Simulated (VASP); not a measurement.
Runs of VASP 6.6.1 on ZrB2. The structure is that of space group P6mm (No. 183), or close to it. The cells are those of the table. 

```csv
cell,gap on the mesh (eV),largest force (eV/Å)
"a = 3.170, b = 3.170, c = 11.066 Å, angles 90.0, 90.0, 120.0°, 6 atoms",none,0.87
"a = 3.170, b = 3.170, c = 8.066 Å, angles 90.0, 90.0, 120.0°, 6 atoms",none,(a)
"a = 3.170, b = 3.170, c = 7.566 Å, angles 90.0, 90.0, 120.0°, 6 atoms",none,1.80
"a = 3.170, b = 3.170, c = 9.066 Å, angles 90.0, 90.0, 120.0°, 6 atoms",none,0.91
```

Alike in all rows: task single point; level PBE+D3(BJ); potentials or basis VASP PAW PBE potentials, release 64 (Zr_sv, B); no spin polarisation; k mesh 6 × 6 × 3; cutoff (eV) 520; smearing fermi-dirac 0.2 eV.

**Question.** Fill in the values left out.

**Answer.** (a) 1.44.

Caveats: all runs use coarse meshes.

A k mesh can miss the band edges, and the runs leave out spin-orbit coupling on Zr.

A gap of «none» marks levels without a gap at the run's occupations.
